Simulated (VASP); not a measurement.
Here is a VASP 6.6.1 calculation.

INCAR

```
SYSTEM = Ba2SiGe
PREC = Accurate ; ENCUT = 520
EDIFF = 1E-7 ; ISMEAR = 0
SIGMA = 0.1 ; LREAL = .False.
LASPH = .True. ; NELM = 100
ALGO = Normal ; ISIF = 2
LWAVE = .False. ; LCHARG = .True.
LDIPOL = .True. ; IDIPOL = 3
DIPOL = 0.5 0.5 0.290 ; GGA = PE
LELF = .True. ; LVHAR = .True.
LVACPOTAV = .True. ; NBANDS = 27
```

The input KPOINTS:

```
Automatic mesh
0
Gamma
  4 4 1
  0 0 0
```

The input POSCAR:

```
Ba2SiGe
1.0
    4.5053075390      0.0000000000      0.0000000000
    0.0000000000      4.5053075390      0.0000000000
    0.0000000000      0.0000000000     31.1124395200
Ba Si Ge
2 1 1
Direct
    0.0000000000      0.5000000000      0.2265557897
    0.5000000000      0.0000000000      0.3536261996
    0.0000000000      0.5000000000      0.3301577263
    0.5000000000      0.0000000000      0.2502250154
```

Potentials or basis: VASP PAW PBE potentials, release 64 (Ba_sv, Si, Ge_d).

The run is started by

```bash
$ cat potpaw_PBE.64/Ba_sv/POTCAR potpaw_PBE.64/Si/POTCAR potpaw_PBE.64/Ge_d/POTCAR > POTCAR
$ mpirun -np 1 vasp_std > vasp.out
```

What does it give for the band gap on the k mesh?

Zero (bands 19 and 20 overlap by 0.58 eV).

What does it give for the work function of the upper face?

2.39 eV.

Predict the work function of the lower face.

2.44 eV.

What does it give for the largest force?

0.069 eV/Å.

Forces on the atoms (eV/Å):
```
Ba   0.000  0.000 -0.061
Ba   0.000  0.000  0.069
Si   0.000  0.000  0.034
Ge   0.000  0.000 -0.043
```

Caveat: spin-orbit coupling is left out, which moves the levels of the heavy elements.
